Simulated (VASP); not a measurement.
# BN (lda) (R3m) in VASP: further runs, part 2 of 2

VASP 6.6.1.

### 3 Single point, LDA

INCAR

```
SYSTEM = BN
  PREC = Accurate
  ENCUT = 600
  EDIFF = 1E-6
  ISMEAR = 0
  SIGMA = 0.01
  LREAL = .False.
  LASPH = .True.
  NELM = 120
  ALGO = Normal
  ISIF = 2
  LWAVE = .False.
  LCHARG = .False.
  NBANDS = 11
  GGA_COMPAT = .False.
```

KPOINTS

```
Automatic mesh
0
Gamma
  9 9 9
  0 0 0
```

POSCAR

```
BN
1.0
    0.0208844043      1.7839403099      1.7839403099
    1.7839403099      0.0208844043      1.7839403099
    1.7839403099      1.7839403099      0.0208844043
B N
1 1
Direct
    0.0002179651      0.0002179651      0.0002179651
    0.2497820349      0.2497820349      0.2497820349
```

Potentials or basis: VASP PAW LDA potentials, release 64 (B, N).

Run with:

```
$ cat potpaw_LDA.64/B/POTCAR potpaw_LDA.64/N/POTCAR > POTCAR
$ mpirun -np 1 vasp_std > vasp.out
```

OUTCAR:

```text
SYSTEM = BN
   PREC = Accurate
   ENCUT = 600
   EDIFF = 1E-6
   ISMEAR = 0
   LREAL = .False.
   LASPH = .True.
   NELM = 120
   ISIF = 2

 ion  position               nearest neighbor table
   1  0.000  0.000  0.000-   2 1.53   2 1.53   2 1.53   2 1.55
   2  0.250  0.250  0.250-   1 1.53   1 1.53   1 1.53   1 1.55

  LATTYP: Found a trigonal (rhomboedric) cell.
 ALAT       =     2.5229590201
 COS(alpha) =     0.5116718337

  Lattice vectors:

 A1 = (   0.0208844043,   1.7839403099,   1.7839403099)
 A2 = (   1.7839403099,   0.0208844043,   1.7839403099)
 A3 = (   1.7839403099,   1.7839403099,   0.0208844043)

Analysis of symmetry for initial positions (statically):
=====================================================================
 Subroutine PRICEL returns:
 Original cell was already a primitive cell.

 Routine SETGRP: Setting up the symmetry group for a
 trigonal (rhombohedral) supercell.

 Subroutine GETGRP returns: Found  6 space group operations
 (whereof  6 operations were pure point group operations)
 out of a pool of 12 trial point group operations.

The static configuration has the point symmetry C_3v.

Analysis of symmetry for dynamics (positions and initial velocities):
=====================================================================
 Subroutine PRICEL returns:
 Original cell was already a primitive cell.

 Routine SETGRP: Setting up the symmetry group for a
 trigonal (rhombohedral) supercell.

 Subroutine GETGRP returns: Found  6 space group operations
 (whereof  6 operations were pure point group operations)
 out of a pool of 12 trial point group operations.

The dynamic configuration has the point symmetry C_3v.

 Subroutine INISYM returns: Found  6 space group operations
 (whereof  6 operations are pure point group operations),
 and found     1 'primitive' translations

----------------------------------------------------------------------------------------

                                     Primitive cell

  volume of cell :      11.1552

  direct lattice vectors                    reciprocal lattice vectors
     0.020884404  1.783940310  1.783940310    -0.285248863  0.281948125  0.281948125
     1.783940310  0.020884404  1.783940310     0.281948125 -0.285248863  0.281948125
     1.783940310  1.783940310  0.020884404     0.281948125  0.281948125 -0.285248863

  length of vectors
     2.522959020  2.522959020  2.522959020     0.490261568  0.490261568  0.490261568

  position of ions in fractional coordinates (direct lattice)
     0.000217965  0.000217965  0.000217965
     0.249782035  0.249782035  0.249782035

  ion indices of the primitive-cell ions
   primitive index   ion index
                 1           1
                 2           2

----------------------------------------------------------------------------------------

 KPOINTS: Automatic mesh

Automatic generation of k-mesh.
 Grid dimensions read from file:
 generate k-points for:    9    9    9

 Generating k-lattice:

  Cartesian coordinates                     Fractional coordinates (reciprocal lattice)
    -0.031694318  0.031327569  0.031327569     0.111111111  0.000000000  0.000000000
     0.031327569 -0.031694318  0.031327569     0.000000000  0.111111111  0.000000000
     0.031327569  0.031327569 -0.031694318     0.000000000  0.000000000  0.111111111

  Length of vectors
     0.054473508  0.054473508  0.054473508

  Shift w.r.t. Gamma in fractional coordinates (k-lattice)
     0.000000000  0.000000000  0.000000000

 Subroutine IBZKPT returns following result:
 ===========================================

 Found     85 irreducible k-points:

 Following reciprocal coordinates:
            Coordinates               Weight
  0.000000  0.000000  0.000000      1.000000
  0.111111 -0.000000 -0.000000      6.000000
  0.222222  0.000000  0.000000      6.000000
  0.333333 -0.000000 -0.000000      6.000000
  0.444444  0.000000  0.000000      6.000000
  0.111111  0.111111 -0.000000      6.000000
[... 16 lines left out ...]
 -0.333333  0.333333  0.000000      6.000000
  0.444444  0.444444  0.000000      6.000000
 [... further k-points ...]
   k-points           NKPTS =     85   k-points in BZ     NKDIM =     85   number of bands    NBANDS=     11
   number of dos      NEDOS =    301   number of ions     NIONS =      2
   total plane-waves  NPLWV =   8000
   dimension x,y,z NGX =    20 NGY =   20 NGZ =   20
   dimension x,y,z NGXF=    40 NGYF=   40 NGZF=   40
   ions per type =               1   1
   NGX,Y,Z   is equivalent  to a cutoff of  13.18, 13.18, 13.18 a.u.
   NGXF,Y,Z  is equivalent  to a cutoff of  26.36, 26.36, 26.36 a.u.
 SYSTEM =  BN
   PREC   = accura    normal or accurate (medium, high low for compatibility)
   ISTART =      0    job   : 0-new  1-cont  2-samecut
   ICHARG =      2    charge: 1-file 2-atom 10-const
   ISPIN  =      1    spin polarized calculation?
   LNONCOLLINEAR =      F non collinear calculations
   LSORBIT =      F    spin-orbit coupling
   LASPH  =      T    aspherical Exc in radial PAW
   ENCUT  =  600.0 eV  44.10 Ry    6.64 a.u.   5.04  5.04  5.04*2*pi/ulx,y,z
   NELM   =    120;   NELMIN=  2; NELMDL= -5     # of ELM steps
   EDIFF  = 0.1E-05   stopping-criterion for ELM
   LREAL  =      F    real-space projection
   EDIFFG = 0.1E-04   stopping-criterion for IOM
   NSW    =      0    number of steps for IOM
   IBRION =     -1    ionic relax: 0-MD 1-quasi-New 2-CG
   NFREE  =      0    steps in history (QN), initial steepest desc. (CG)
   ISIF   =      2    stress and relaxation
   ISYM   =      2    0-nonsym 1-usesym 2-fastsym
   POTIM  = 0.5000    time-step for ionic-motion
   TEBEG  =    0.0;   TEEND  =   0.0 temperature during run
   PSTRESS=    0.0 pullay stress
   NELECT =       8.0000    total number of electrons
   NUPDOWN=      -1.0000    fix difference up-down
   EMIN   =  10.00;   EMAX   =-10.00  energy-range for DOS
   EFERMI =   0.00;   METHOD = LEGACY
   ISMEAR =     0;   SIGMA  =   0.01  broadening in eV -4-tet -1-fermi 0-gaus
   EFERMI_NEDOS =   21; number of points for ismear=-14 and -15
   IALGO  =     38    algorithm
   IMIX   =      4    mixing-type and parameters
     AMIX     =   0.40;   BMIX     =  1.00
     AMIX_MAG =   1.60;   BMIX_MAG =  1.00
  volume/ion in A,a.u.               =       5.58        37.64
  Fermi-wavevector in a.u.,A,eV,Ry     =   1.465365  2.769138 29.215710  2.147294
  Thomas-Fermi vector in A             =   2.581230
   LORBIT       =      0    0 simple, 1 ext, 2 COOP (PROOUT), +10 PAW based schemes
   GGA     = CA    functional components
   LHFCALC =     F    Hartree Fock is set to
   AEXX    =    0.0000 exact exchange contribution
   IVDW    =     0    specifies the selected vdW correction
   LEPSILON=     F    determine dielectric tensor
   LRPA    =     F    only Hartree local field effects (RPA)
 non-spin polarized calculation
 Gauss-broadening in eV      SIGMA  =   0.01
  energy-cutoff  :      600.00
  volume of cell :       11.16
 maximum number of plane-waves:       379
   NGX =  9   NGY =  9   NGZ =  9

 number of electron       7.9999999 magnetization

 Free energy of the ion-electron system (eV)
  ---------------------------------------------------
  ext. energy  EPLUGINS =         0.00000000
  ---------------------------------------------------
  free energy    TOTEN  =       -19.39464756 eV

  energy without entropy =      -19.39464756  energy(sigma->0) =      -19.39464756

 E-fermi :   8.2659     XC(G=0): -13.3813

 val. band max:        8.1629586100   @ k =   0.0000   0.0000   0.0000
 cond. band min:      12.6852871349   @ k =   0.4444   0.4444   0.0000
 fundamental gap:      4.5223285249
 Fermi energy:         8.2659467068

 k-point     1 :       0.0000    0.0000    0.0000
  band No.  band energies     occupation
      1     -12.6117      2.00000
      2       8.0320      2.00000
      3       8.1630      2.00000
      4       8.1630      2.00000
      5      16.7040      0.00000
      6      17.2286      0.00000
      7      17.2286      0.00000
      8      19.5679      0.00000
      9      33.7001      0.00000
     10      36.6241      0.00000
     11      36.6241      0.00000
[... 309 lines left out ...]
 k-point    24 :       0.4444    0.4444    0.0000
  band No.  band energies     occupation
      1      -7.0261      2.00000
      2      -0.6406      2.00000
      3       2.8909      2.00000
      4       3.1316      2.00000
      5      12.6853      0.00000
      6      17.7096      0.00000
      7      26.3281      0.00000
      8      26.3691      0.00000
      9      29.4566      0.00000
     10      36.3532      0.00000
     11      42.9447      0.00000

 [... further k-points ...]
[... 5 lines left out ...]
  --------------------------------------------------------------------------------------
  -------------------------------------------------------------------------------------
  Total        0.9047750      0.9047750      0.9047750     -0.4152830     -0.4152830     -0.4152830
  in kB      129.9493166    129.9493166    129.9493166    -59.6454846    -59.6454846    -59.6454846
  external PRESSURE =     129.9493166 kB  Pullay stress =       0.0000000 kB

 VOLUME and BASIS-vectors are now :
 -----------------------------------------------------------------------------
  energy-cutoff  :      600.00
  volume of cell :       11.16
      direct lattice vectors                 reciprocal lattice vectors
     0.020884404  1.783940310  1.783940310    -0.285248863  0.281948125  0.281948125
     1.783940310  0.020884404  1.783940310     0.281948125 -0.285248863  0.281948125
     1.783940310  1.783940310  0.020884404     0.281948125  0.281948125 -0.285248863

 POSITION                                       TOTAL-FORCE (eV/Angst)
 -----------------------------------------------------------------------------------
      0.00078      0.00078      0.00078         0.002201      0.002201      0.002201
      0.89641      0.89641      0.89641        -0.002201     -0.002201     -0.002201
 -----------------------------------------------------------------------------------
    total drift:                               -0.000125     -0.000125     -0.000125

  FREE ENERGIE OF THE ION-ELECTRON SYSTEM (eV)
  ---------------------------------------------------
  free  energy   TOTEN  =       -19.3946475611 eV

  energy  without entropy=      -19.3946475611  energy(sigma->0) =      -19.39464756
```

It took 10 s on 1 thread of Intel Xeon 8259CL, shared host; peak memory 0.12 GiB.

Results:

| Property | Result |
| --- | --- |
| Free energy | -19.3946 eV |
| Pressure | 13.0 GPa |
| Largest force | 0.004 eV/Å |
| Band gap on the k mesh | 4.52 eV, indirect (least direct gap 8.54 eV) |

Forces on the atoms (eV/Å):
```
B    0.002  0.002  0.002
N   -0.002 -0.002 -0.002
```

### 4 Single point, LDA

INCAR

```
SYSTEM = BN
PREC = Accurate
ENCUT = 600
EDIFF = 1E-6
ISMEAR = 0
SIGMA = 0.01
LREAL = .FALSE.
LASPH = .TRUE.
NELM = 120
ALGO = Normal
ISIF = 2
LWAVE = .FALSE.
LCHARG = .FALSE.
GGA = CA
NBANDS = 11
GGA_COMPAT = .FALSE.
```

KPOINTS

```
regular mesh
0
G
  9 9 9
  0 0 0
```

POSCAR is that of step 3.

Run with:

```
$ cat potpaw_LDA.64/B/POTCAR potpaw_LDA.64/N/POTCAR > POTCAR
$ mpirun -np 1 vasp_std > vasp.out
```

It took 11 s on 1 thread of Intel Xeon 8259CL, shared host; peak memory 0.12 GiB.

It converged, with:

```
Free energy            : -19.3946 eV
Pressure               : 13.0 GPa
Largest force          : 0.004 eV/Å
Band gap on the k mesh : 4.52 eV, indirect (least direct gap 8.54 eV)
```

Forces on the atoms (eV/Å):
```
B    0.002  0.002  0.002
N   -0.002 -0.002 -0.002
```

Stress tensor (GPa, compression positive):
```
12.99 -5.96 -5.96
-5.96 12.99 -5.96
-5.96 -5.96 12.99
```

Levels at points of the mesh, in eV from the valence-band top:
```csv
k point,band 1,band 2,band 3,band 4,band 5,band 6,band 7,band 8
"(0.00, 0.00, 0.00)",-20.77,-0.13,0.00,0.00,8.54,9.07,9.07,11.40
```

A k mesh can miss the band edges.

### 5 Relaxation of the atoms, LDA (strained cell)

INCAR

```
SYSTEM = BN
PREC = Accurate
ENCUT = 520
EDIFF = 1E-7
ISMEAR = 0
SIGMA = 0.02
LREAL = .FALSE.
LASPH = .TRUE.
NELM = 120
ALGO = Normal
ISIF = 2
LWAVE = .FALSE.
LCHARG = .FALSE.
IBRION = 2
NSW = 60
EDIFFG = -0.002
GGA_COMPAT = .FALSE.
NELMIN = 4
```

KPOINTS

```
Automatic mesh
0
G
  9 9 9
  0 0 0
```

POSCAR

```
BN
1.0
   -0.0071596179      1.7558962877      1.7558962877
    1.7558962877     -0.0071596179      1.7558962877
    1.7558962877      1.7558962877     -0.0071596179
B N
1 1
Direct
    0.0002453960      0.0002453960      0.0002453960
    0.2497546040      0.2497546040      0.2497546040
```

Run with:

```
$ cat potpaw_LDA.64/B/POTCAR potpaw_LDA.64/N/POTCAR > POTCAR
$ mpirun -np 1 vasp_std > vasp.out
```

Wall time 16 s (1 thread of Intel Xeon 8259CL, shared host); peak memory 0.11 GiB.

The run converged. Its results:

```
Free energy               : -19.3677 eV
Energy gained by relaxing : 0.1 meV/atom
Ionic steps               : 3
Pressure after relaxing   : 24.2 GPa
Band gap on the k mesh    : 4.57 eV, indirect (least direct gap 8.98 eV)
```

Stress tensor (GPa, compression positive):
```
24.25  2.18  2.18
 2.18 24.25  2.18
 2.18  2.18 24.25
```

The path:
```
step  energy change (eV)  largest force (eV/Å)  pressure (GPa)
   1              0.0000                0.1323           24.28
   2              0.0007                0.2426           24.24
   3             -0.0003                0.0000           24.25
```

Final structure:
```xyz
2
Lattice="-0.0072 1.7559 1.7559 1.7559 -0.0072 1.7559 1.7559 1.7559 -0.0072" Properties=species:S:1:pos:R:3 pbc="T T T"
B     3.5042    3.5042    3.5042
N     0.8766    0.8766    0.8766
```

Levels at points of the mesh, in eV from the valence-band top:
```tsv
k point	band 1	band 2	band 3	band 4	band 5	band 6	band 7	band 8
(0.00, 0.00, 0.00)	-21.05	-0.05	-0.05	0.00	8.98	8.98	9.13	11.76
```

Caveat: the cell differs from its parent crystal (strained cell). A k mesh can miss the band edges.

### 6 Overview

| task | cell | cutoff (eV) | smearing | gap on the mesh (eV) | pressure (GPa) |
| --- | --- | --- | --- | --- | --- |
| single point | a = 2.523 Å, angles 59.2°, 2 atoms | 600 | gaussian 0.02 eV | 4.52 | 13.0 |
| single point | a = 2.523 Å, angles 59.2°, 2 atoms | 600 | gaussian 0.01 eV | 4.52 | 13.0 |
| relaxation of the atoms | atoms relaxed from a = 2.483 Å, angles 60.3°, 2 atoms | 520 | gaussian 0.02 eV | 4.57 | 24.2 |

Alike in all rows: level LDA; potentials or basis VASP PAW LDA potentials, release 64 (B, N); no spin polarisation; k mesh 9 × 9 × 9.

Absolute energies hang on the potentials; compare differences alone.
